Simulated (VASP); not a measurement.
# GaN (Cmcm) in VASP: further runs

Runs on GaN. Level: PBE. Tasks: relaxation of cell and atoms, single point.

All numbers are computed with VASP 6.6.1; they aren't measurements. Logs are shortened: lines on timing, memory, paths and dates and some standing lists are left out, and cuts for length are marked.

### Step 1. The cell of the first run

The structure is orthorhombic, space group Cmcm (No. 63). The conventional cell has a = 3.390 Å, b = 9.650 Å, c = 3.501 Å, α = 90.00°, β = 90.00°, γ = 90.00°. Within 2.9 Å of Ga (site symmetry m2m) lie 5 N at 2.21 to 2.44 Å. N (site symmetry m2m) has 5 Ga at 2.21 to 2.44 Å within 2.9 Å.

### Step 2. Relaxation of cell and atoms, PBE

INCAR reads:

```
SYSTEM = GaN
ALGO = Normal
EDIFF = 1E-7
EDIFFG = -0.04
ENCUT = 600
GGA = PE
IBRION = 2
ISIF = 3
ISMEAR = 0
LASPH = .TRUE.
LCHARG = .FALSE.
LREAL = .FALSE.
LWAVE = .FALSE.
NELM = 60
NSW = 90
PREC = Accurate
SIGMA = 0.1
```

KPOINTS reads:

```
k-points
0
G
  6 6 6
  0 0 0
```

POSCAR reads:

```
GaN
1.0
    1.6949948600     -4.8248743200      0.0000000000
    1.6949948600      4.8248743200      0.0000000000
    0.0000000000      0.0000000000      3.5006937100
Ga N
2 2
Direct
    0.6317607200      0.3682392800      0.7500000000
    0.3682392800      0.6317607200      0.2500000000
    0.8612899700      0.1387100300      0.7500000000
    0.1387100300      0.8612899700      0.2500000000
```

Potentials or basis: VASP PAW PBE potentials, release 64 (Ga_d, N).

Command:

```bash
$ cat potpaw_PBE.64/Ga_d/POTCAR potpaw_PBE.64/N/POTCAR > POTCAR
$ mpirun -np 1 vasp_std > vasp.out
```

OUTCAR:

```text
SYSTEM = GaN
   EDIFF = 1E-7
   EDIFFG = -0.04
   ENCUT = 600
   GGA = PE
   IBRION = 2
   ISIF = 3
   ISMEAR = 0
   LASPH = .TRUE.
   LREAL = .FALSE.
   NELM = 60
   NSW = 90
   PREC = Accurate

 ion  position               nearest neighbor table
   1  0.632  0.368  0.750-   3 2.21
   2  0.368  0.632  0.250-   4 2.21
   3  0.861  0.139  0.750-   1 2.21
   4  0.139  0.861  0.250-   2 2.21

  LATTYP: Found a base centered orthorhombic cell.
 ALAT       =     3.3899897200
 B/A-ratio  =     2.8465421541
 C/A-ratio  =     1.0326561433

  Lattice vectors:

 A1 = (   1.6949948600,  -4.8248743200,   0.0000000000)
 A2 = (   1.6949948600,   4.8248743200,   0.0000000000)
 A3 = (   0.0000000000,   0.0000000000,   3.5006937100)

Analysis of symmetry for initial positions (statically):
=====================================================================
 Subroutine PRICEL returns:
 Original cell was already a primitive cell.

 Routine SETGRP: Setting up the symmetry group for a
 base centered orthorhombic supercell.

 Subroutine GETGRP returns: Found  8 space group operations
 (whereof  4 operations were pure point group operations)
 out of a pool of  8 trial point group operations.

The static configuration has the point symmetry C_2h.
 The point group associated with its full space group is D_2h.

Analysis of symmetry for dynamics (positions and initial velocities):
=====================================================================
 Subroutine PRICEL returns:
 Original cell was already a primitive cell.

 Routine SETGRP: Setting up the symmetry group for a
 base centered orthorhombic supercell.

 Subroutine GETGRP returns: Found  8 space group operations
 (whereof  4 operations were pure point group operations)
 out of a pool of  8 trial point group operations.

The dynamic configuration has the point symmetry C_2h.
 The point group associated with its full space group is D_2h.

 Subroutine INISYM returns: Found  8 space group operations
 (whereof  4 operations are pure point group operations),
 and found     1 'primitive' translations

----------------------------------------------------------------------------------------

                                     Primitive cell

  volume of cell :      57.2583

  direct lattice vectors                    reciprocal lattice vectors
     1.694994860 -4.824874320  0.000000000     0.294986145 -0.103629642  0.000000000
     1.694994860  4.824874320  0.000000000     0.294986145  0.103629642  0.000000000
     0.000000000  0.000000000  3.500693710     0.000000000  0.000000000  0.285657668

  length of vectors
     5.113943662  5.113943662  3.500693710     0.312659445  0.312659445  0.285657668

  position of ions in fractional coordinates (direct lattice)
     0.631760720  0.368239280  0.750000000
     0.368239280  0.631760720  0.250000000
     0.861289970  0.138710030  0.750000000
     0.138710030  0.861289970  0.250000000

  ion indices of the primitive-cell ions
   primitive index   ion index
                 1           1
                 2           2
                 3           3
                 4           4

----------------------------------------------------------------------------------------

 KPOINTS: k-points

Automatic generation of k-mesh.
 Grid dimensions read from file:
 generate k-points for:    6    6    6

 Generating k-lattice:

  Cartesian coordinates                     Fractional coordinates (reciprocal lattice)
     0.049164358 -0.017271607  0.000000000     0.166666667  0.000000000  0.000000000
     0.049164358  0.017271607  0.000000000     0.000000000  0.166666667  0.000000000
     0.000000000  0.000000000  0.047609611     0.000000000  0.000000000  0.166666667

  Length of vectors
     0.052109908  0.052109908  0.047609611

  Shift w.r.t. Gamma in fractional coordinates (k-lattice)
     0.000000000  0.000000000  0.000000000

 Subroutine IBZKPT returns following result:
 ===========================================

 Found     52 irreducible k-points:

 Following reciprocal coordinates:
            Coordinates               Weight
  0.000000  0.000000  0.000000      1.000000
  0.166667  0.000000  0.000000      4.000000
  0.333333  0.000000  0.000000      4.000000
  0.500000  0.000000  0.000000      2.000000
  0.166667  0.166667  0.000000      2.000000
  0.333333  0.166667  0.000000      4.000000
[... 16 lines left out ...]
  0.333333  0.333333  0.166667      4.000000
  0.500000  0.333333  0.166667      8.000000
 [... further k-points ...]
   k-points           NKPTS =     52   k-points in BZ     NKDIM =     52   number of bands    NBANDS=     22
   number of dos      NEDOS =    301   number of ions     NIONS =      4
   total plane-waves  NPLWV =  49392
   dimension x,y,z NGX =    42 NGY =   42 NGZ =   28
   dimension x,y,z NGXF=    84 NGYF=   84 NGZF=   56
   ions per type =               2   2
   NGX,Y,Z   is equivalent  to a cutoff of  13.65, 13.65, 13.30 a.u.
   NGXF,Y,Z  is equivalent  to a cutoff of  27.31, 27.31, 26.59 a.u.
 SYSTEM =  GaN
   PREC   = accura    normal or accurate (medium, high low for compatibility)
   ISTART =      0    job   : 0-new  1-cont  2-samecut
   ICHARG =      2    charge: 1-file 2-atom 10-const
   ISPIN  =      1    spin polarized calculation?
   LNONCOLLINEAR =      F non collinear calculations
   LSORBIT =      F    spin-orbit coupling
   LASPH  =      T    aspherical Exc in radial PAW
   ENCUT  =  600.0 eV  44.10 Ry    6.64 a.u.  10.21 10.21  6.99*2*pi/ulx,y,z
   NELM   =     60;   NELMIN=  2; NELMDL= -5     # of ELM steps
   EDIFF  = 0.1E-06   stopping-criterion for ELM
   LREAL  =      F    real-space projection
   EDIFFG = -.4E-01   stopping-criterion for IOM
   NSW    =     90    number of steps for IOM
   IBRION =      2    ionic relax: 0-MD 1-quasi-New 2-CG
   NFREE  =      1    steps in history (QN), initial steepest desc. (CG)
   ISIF   =      3    stress and relaxation
   ISYM   =      2    0-nonsym 1-usesym 2-fastsym
   POTIM  = 0.5000    time-step for ionic-motion
   TEBEG  =    0.0;   TEEND  =   0.0 temperature during run
   PSTRESS=    0.0 pullay stress
   NELECT =      36.0000    total number of electrons
   NUPDOWN=      -1.0000    fix difference up-down
   EMIN   =  10.00;   EMAX   =-10.00  energy-range for DOS
   EFERMI =   0.00;   METHOD = LEGACY
   ISMEAR =     0;   SIGMA  =   0.10  broadening in eV -4-tet -1-fermi 0-gaus
   EFERMI_NEDOS =   21; number of points for ismear=-14 and -15
   IALGO  =     38    algorithm
   IMIX   =      4    mixing-type and parameters
     AMIX     =   0.40;   BMIX     =  1.00
     AMIX_MAG =   1.60;   BMIX_MAG =  1.00
  volume/ion in A,a.u.               =      14.31        96.60
  Fermi-wavevector in a.u.,A,eV,Ry     =   1.402478  2.650300 26.761918  1.966946
  Thomas-Fermi vector in A             =   2.525236
   LORBIT       =      0    0 simple, 1 ext, 2 COOP (PROOUT), +10 PAW based schemes
   GGA     = PE    functional components
   LHFCALC =     F    Hartree Fock is set to
   AEXX    =    0.0000 exact exchange contribution
   IVDW    =     0    specifies the selected vdW correction
   LEPSILON=     F    determine dielectric tensor
   LRPA    =     F    only Hartree local field effects (RPA)
 conjugate gradient relaxation of ions
 non-spin polarized calculation
 Gauss-broadening in eV      SIGMA  =   0.10
  energy-cutoff  :      600.00
  volume of cell :       57.26
 maximum number of plane-waves:      1934
 NGX is ok and might be reduce to    42
   NGX = 21   NGY = 21   NGZ = 13

--------------------------------------- Ionic step        1  -------------------------------------------

 number of electron      36.0000001 magnetization

 Free energy of the ion-electron system (eV)
  ---------------------------------------------------
  ext. energy  EPLUGINS =         0.00000000
  ---------------------------------------------------
  free energy    TOTEN  =       -18.93081135 eV

  energy without entropy =      -18.92399790  energy(sigma->0) =      -18.92740463

------------------------ aborting loop because EDIFF is reached ----------------------------------------

  FORCE on cell =-STRESS in cart. coord.  units (eV):
  Direction    XX          YY          ZZ          XY          YZ          ZX
  --------------------------------------------------------------------------------------
  -------------------------------------------------------------------------------------
  Total      -11.1287050     -5.8566189    -10.6757581      0.0000000      0.0000000      0.0000000
  in kB     -311.3986398   -163.8773932   -298.7244746      0.0000000      0.0000000      0.0000000
  external PRESSURE =    -258.0001692 kB  Pullay stress =       0.0000000 kB
[... 95 lines left out ...]
  FREE ENERGIE OF THE ION-ELECTRON SYSTEM (eV)
  ---------------------------------------------------
  free  energy   TOTEN  =       -21.0364545829 eV

  energy  without entropy=      -21.0353201296  energy(sigma->0) =      -21.03588736

[... ionic steps 4 to 14 ...]

--------------------------------------- Ionic step       15  -------------------------------------------

 number of electron      35.9999996 magnetization

------------------------ aborting loop because EDIFF is reached ----------------------------------------

  FORCE on cell =-STRESS in cart. coord.  units (eV):
  Direction    XX          YY          ZZ          XY          YZ          ZX
  --------------------------------------------------------------------------------------
  -------------------------------------------------------------------------------------
  Total       -0.1621306      0.1772356      0.0239855      0.0000000      0.0000000      0.0000000
  in kB       -5.3191521      5.8147154      0.7869132      0.0000000      0.0000000      0.0000000
  external PRESSURE =       0.4274921 kB  Pullay stress =       0.0000000 kB
[... 61 lines left out ...]
  energy  without entropy=      -21.6497397497  energy(sigma->0) =      -21.64973980

--------------------------------------- Ionic step       17  -------------------------------------------

 number of electron      35.9999998 magnetization

 Free energy of the ion-electron system (eV)
  ---------------------------------------------------
  ext. energy  EPLUGINS =         0.00000000
  ---------------------------------------------------
  free energy    TOTEN  =       -21.65027428 eV

  energy without entropy =      -21.65027417  energy(sigma->0) =      -21.65027422

 E-fermi :   5.5250     XC(G=0): -11.2005

 val. band max:        5.1920638485   @ k =   0.0000   0.0000   0.5000
 cond. band min:       5.8178848670   @ k =   0.0000   0.0000   0.0000
 fundamental gap:      0.6258210185
 Fermi energy:         5.5249716668

 k-point     1 :       0.0000    0.0000    0.0000
  band No.  band energies     occupation
      1     -11.6028      2.00000
      2     -10.8032      2.00000
      3      -9.1929      2.00000
      4      -9.0909      2.00000
      5      -9.0456      2.00000
      6      -9.0390      2.00000
[... 574 lines left out ...]
      6      -9.0500      2.00000
[... 14 lines left out ...]
     21      11.1249      0.00000
     22      13.1861      0.00000

 [... further k-points ...]

------------------------ aborting loop because EDIFF is reached ----------------------------------------

  FORCE on cell =-STRESS in cart. coord.  units (eV):
  Direction    XX          YY          ZZ          XY          YZ          ZX
  --------------------------------------------------------------------------------------
  -------------------------------------------------------------------------------------
  Total       -0.0616860      0.0568721      0.0054612      0.0000000      0.0000000      0.0000000
  in kB       -2.0184515      1.8609327      0.1786980      0.0000000      0.0000000      0.0000000
  external PRESSURE =       0.0070597 kB  Pullay stress =       0.0000000 kB
[... 19 lines left out ...]
  FREE ENERGIE OF THE ION-ELECTRON SYSTEM (eV)
  ---------------------------------------------------
  free  energy   TOTEN  =       -21.6502742772 eV

  energy  without entropy=      -21.6502741722  energy(sigma->0) =      -21.65027422

 reached required accuracy - stopping structural energy minimisation
```

It took 9.5 min on 1 thread of Intel Xeon 6975P-C (Granite Rapids), shared host; peak memory 0.27 GiB.

What came out:

```yaml
Free_energy: -21.6503 eV
Relaxed_volume: 12.24 Å³/atom
Relaxed_cell: a = 5.938 Å, b = 5.938 Å, c = 2.921 Å, α = 90.00°, β = 90.00°, γ = 151.62°
Space_group_after_relaxing_to_0.05_Å: Cmcm (No. 63)
Energy_gained_by_relaxing: 679.9 meV/atom
Ionic_steps: 17
Pressure_after_relaxing: 0.0 GPa
Largest_force_after_relaxing: 0.022 eV/Å
Band_gap_on_the_k_mesh: 0.63 eV, indirect (least direct gap 1.78 eV)
```

Forces on the atoms (eV/Å):
```
Ga   0.000 -0.022  0.000
Ga   0.000  0.022  0.000
N    0.000 -0.011  0.000
N    0.000  0.011  0.000
```

Step by step:
```
step  energy change (eV)  largest force (eV/Å)  pressure (GPa)  volume (Å³)
   1              0.0000                1.7058          -25.80        57.26
   2             -2.0742                1.1483           10.39        40.14
   3             -2.1056                0.8172            2.86        41.56
   4             -2.4130                0.3408           10.49        40.22
   5             -2.4125                0.3419           11.03        40.16
   6             -2.5389                0.6260           -3.24        43.90
   7             -2.5402                0.6068           -2.05        43.51
   8             -2.6075                0.4152           -0.44        44.02
   9             -2.6552                0.3550            2.64        44.70
  10             -2.6584                0.3420            3.85        44.93
  11             -2.6957                0.3316            0.02        46.83
  12             -2.7012                0.3324           -1.90        47.94
  13             -2.7154                0.1174           -0.29        48.29
  14             -2.7173                0.0774            0.53        48.47
  15             -2.7189                0.0235            0.04        48.84
  16             -2.7189                0.0247            0.01        48.85
  17             -2.7195                0.0219            0.00        48.96
```

Final structure:
```
Ga N
1.0
     1.45579   -5.75728    0.00000
     1.45579    5.75728    0.00000
     0.00000    0.00000    2.92101
Ga N
2 2
Cartesian
  1.4558 -1.8326 2.1908
  1.4558 1.8326 0.7303
  1.4558 -3.9923 2.1908
  1.4558 3.9923 0.7303
```

Levels at points of the mesh, in eV from the valence-band top:
| k point | band 14 | band 15 | band 16 | band 17 | band 18 | band 19 | band 20 | band 21 | band 22 |
| --- | --- | --- | --- | --- | --- | --- | --- | --- | --- |
| (0.00, 0.00, 0.00) | -2.37 | -2.27 | -1.71 | -1.17 | -1.16 | 0.63 | 2.95 | 7.73 | 8.98 |
| (0.50, 0.00, 0.00) | -7.37 | -1.93 | -1.67 | -0.04 | -0.01 | 3.22 | 5.20 | 6.85 | 7.30 |
| (0.50, 0.50, 0.00) | -3.00 | -2.32 | -2.31 | -1.21 | -1.11 | 2.07 | 2.93 | 4.41 | 9.17 |
| (0.00, 0.00, 0.50) | -7.41 | -2.15 | -2.15 | 0.00 | 0.00 | 4.93 | 4.93 | 6.38 | 6.38 |
| (0.50, 0.00, 0.50) | -6.42 | -4.51 | -4.51 | -2.59 | -2.59 | 1.01 | 1.01 | 7.68 | 7.68 |
| (0.50, 0.50, 0.50) | -7.58 | -1.46 | -1.46 | -0.01 | -0.01 | 3.44 | 3.44 | 7.50 | 7.50 |

### Step 3. Single point, PBE

This run uses another cell than the first one, of 13.23 Å³/atom, 0.925 times its volume.

INCAR reads:

```
SYSTEM = GaN
  ALGO = Normal
  EDIFF = 1E-6
  ENCUT = 520
  GGA = PE
  ISIF = 2
  ISMEAR = 0
  LASPH = .True.
  LCHARG = .True.
  LELF = .True.
  LREAL = .False.
  LVHAR = .True.
  LWAVE = .False.
  NBANDS = 26
  NELM = 60
  PREC = Accurate
  SIGMA = 0.02
```

KPOINTS reads:

```
k-points
0
Gamma
  10 10 10
  0 0 0
```

POSCAR reads:

```
GaN
1.0
    1.4545914607     -6.2456117600      0.0000000000
    1.4545914607      6.2456117600      0.0000000000
    0.0000000000      0.0000000000      2.9134666286
Ga N
2 2
Direct
    0.6663874639      0.3336125361      0.7500000000
    0.3336125361      0.6663874639      0.2500000000
    0.8395226605      0.1604773395      0.7500000000
    0.1604773395      0.8395226605      0.2500000000
```

Potentials or basis: VASP PAW PBE potentials, release 64 (Ga_d, N).

Command:

```bash
$ cat potpaw_PBE.64/Ga_d/POTCAR potpaw_PBE.64/N/POTCAR > POTCAR
$ mpirun -np 1 vasp_std > vasp.out
```

Wall time 2.4 min (1 thread of Intel Xeon 6975P-C (Granite Rapids), shared host); peak memory 0.37 GiB.

The run converged. Its results:

| Quantity | Value |
| --- | --- |
| Free energy | -21.6618 eV |
| Pressure | 0.5 GPa |
| Largest force | 0.028 eV/Å |
| Band gap on the k mesh | 0.69 eV, indirect (least direct gap 1.89 eV) |

Forces in eV/Å, atoms in the order of the input:
```
Ga   0.000  0.028  0.000
Ga   0.000 -0.028  0.000
N    0.000 -0.028  0.000
N    0.000  0.028  0.000
```

Stress tensor (GPa, compression positive):
```
0.63 0.00 0.00
0.00 0.36 0.00
0.00 0.00 0.63
```

Levels at points of the mesh, in eV from the valence-band top:
| k point | band 14 | band 15 | band 16 | band 17 | band 18 | band 19 | band 20 | band 21 | band 22 | band 23 |
| --- | --- | --- | --- | --- | --- | --- | --- | --- | --- | --- |
| (0.00, 0.00, 0.00) | -2.37 | -2.33 | -1.98 | -1.21 | -1.20 | 0.69 | 2.93 | 6.83 | 7.92 | 9.15 |
| (0.50, 0.00, 0.00) | -7.48 | -1.89 | -1.76 | -0.05 | -0.04 | 3.43 | 4.85 | 6.77 | 6.93 | 8.59 |
| (0.50, 0.50, 0.00) | -2.77 | -2.35 | -2.34 | -1.23 | -1.19 | 1.77 | 2.90 | 3.98 | 9.15 | 9.17 |
| (0.00, 0.00, 0.50) | -7.50 | -2.01 | -2.01 | -0.03 | -0.03 | 4.64 | 4.64 | 6.32 | 6.32 | 8.70 |
| (0.50, 0.00, 0.50) | -6.47 | -4.56 | -4.56 | -2.61 | -2.61 | 1.02 | 1.02 | 7.89 | 7.89 | 9.10 |
| (0.50, 0.50, 0.50) | -7.57 | -1.66 | -1.66 | -0.04 | -0.04 | 3.60 | 3.60 | 7.24 | 7.24 | 8.50 |

A k mesh can miss the band edges.

[end of part 1 of 2]
